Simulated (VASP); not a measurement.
Here is a VASP 6.6.1 calculation.

File INCAR:

```
SYSTEM = MoS2
ALGO = Normal ; EDIFF = 1E-6
EDIFFG = -0.005 ; ENCUT = 600
IBRION = 2 ; ISIF = 3
ISMEAR = 0 ; LASPH = .TRUE.
LCHARG = .FALSE. ; LREAL = .FALSE.
LWAVE = .FALSE. ; NELM = 80
NSW = 100 ; PREC = Accurate
SIGMA = 0.02
```

KPOINTS

```
k-points
0
G
  12 12 2
  0 0 0
```

POSCAR

```
MoS2
1.0
    3.1922379100      0.0000000000      0.0000000000
   -1.5961189600      2.7645591300      0.0000000000
    0.0000000000      0.0000000000     13.3782940000
Mo S
2 4
Direct
    0.6666666700      0.3333333300      0.2500000000
    0.3333333300      0.6666666700      0.7500000000
    0.6666666700      0.3333333300      0.6330820000
    0.3333333300      0.6666666700      0.3669180000
    0.6666666700      0.3333333300      0.8669180000
    0.3333333300      0.6666666700      0.1330820000
```

Potentials or basis: VASP PAW LDA potentials, release 64 (Mo_sv, S).

The run is started by

```bash
$ cat potpaw_LDA.64/Mo_sv/POTCAR potpaw_LDA.64/S/POTCAR > POTCAR
$ mpirun -np 1 vasp_std > vasp.out
```

Problem. What does it give for the band gap on the k mesh?

Solution. 0.74 eV (least direct gap 1.76 eV).

Problem. Estimate the space group after relaxing (to 0.1 Å).

Solution. P6_3/mmc (No. 194).

Problem. What does it give for the relaxed volume?

Solution. 17.01 Å³/atom.

Final structure:
```cif
data_structure
_symmetry_space_group_name_H-M 'P 1'
_symmetry_Int_Tables_number 1
_cell_length_a 3.1236
_cell_length_b 3.1236
_cell_length_c 12.0775
_cell_angle_alpha 90.000
_cell_angle_beta 90.000
_cell_angle_gamma 120.000
_cell_volume 102.05
loop_
_atom_site_label
_atom_site_type_symbol
_atom_site_fract_x
_atom_site_fract_y
_atom_site_fract_z
_atom_site_occupancy
Mo1 Mo 0.66667 0.33333 0.25000 1
Mo2 Mo 0.33333 0.66667 0.75000 1
S1 S 0.66667 0.33333 0.62129 1
S2 S 0.33333 0.66667 0.37871 1
S3 S 0.66667 0.33333 0.87871 1
S4 S 0.33333 0.66667 0.12129 1
```

A k mesh can miss the band edges.
